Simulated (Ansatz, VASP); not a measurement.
## SiO in VASP and in Ansatz

Contents of INCAR:

```
SYSTEM = SiO
PREC = Accurate
ENCUT = 520
EDIFF = 1E-6
ISMEAR = 0
SIGMA = 0.1
LREAL = .FALSE.
LASPH = .TRUE.
NELM = 150
ALGO = Normal
ISIF = 2
LWAVE = .FALSE.
LCHARG = .TRUE.
ISPIN = 2
MAGMOM = 0 1
LORBIT = 11
GGA = PE
LELF = .TRUE.
LVHAR = .TRUE.
NBANDS = 16
```

The input KPOINTS:

```
regular mesh
0
G
  6 6 6
  0 0 0
```

Contents of POSCAR:

```
SiO
1.0
    2.8153741764      0.0000000000      0.0000000000
    0.0000000000      2.8153741764      0.0000000000
    0.0000000000      0.0000000000      2.8153741764
Si O
1 1
Direct
    0.0000000000      0.0000000000      0.0000000000
    0.5000000000      0.5000000000      0.5000000000
```

Input for Ansatz:

```yaml
crystal:
  lattice:
    - [2.8153741764, 0.0, 0.0]
    - [0.0, 2.8153741764, 0.0]
    - [0.0, 0.0, 2.8153741764]
  atoms:
    - { symbol: Si, position: [0.0, 0.0, 0.0] }
    - { symbol: O, position: [0.5, 0.5, 0.5], spin: 1.0 }
basis:
  ecutwfc: 420
kpoints:
  mp_grid: { grid: [6, 6, 6] }
hamiltonian:
  xc: pbe
scf:
  occupations: { method: gaussian, width: 0.1 }
  lower_state_search: "off"
output:
  forces: true
  stress: true
  eigenvalues: true
  populations: true
magnetization:
  spin_polarized: true
```

Change from the starting cell: species swapped into the TaRu type (P4/mmm, No. 123).

Alike in both runs: task single point; functional PBE; k mesh 6 × 6 × 6; occupations gaussian, width 0.1 eV; collinear spin.

```csv
,VASP,Ansatz
version,VASP 6.6.1,Ansatz 0.2.0
potentials or method,"VASP PAW PBE potentials, release 64 (Si, O), cutoff 520 eV","scalar-relativistic, plane waves, PAW"
valence electrons in the cell,10,10
```

|  | VASP | Ansatz | Ansatz less VASP |
| --- | --- | --- | --- |
| gap on the k mesh at the Fermi level (eV) | none | none | - |
| pressure (GPa) | 0.1 | 0.1 | +0.06 |
| net moment per atom (μB) | 0.00 | 0.00 | 0.000 |

A gap of «none» marks a metal or a gap that the smearing closes. Ansatz's warnings: seeded moment not kept.

The k mesh is coarse, so the values compare programs but aren't converged.
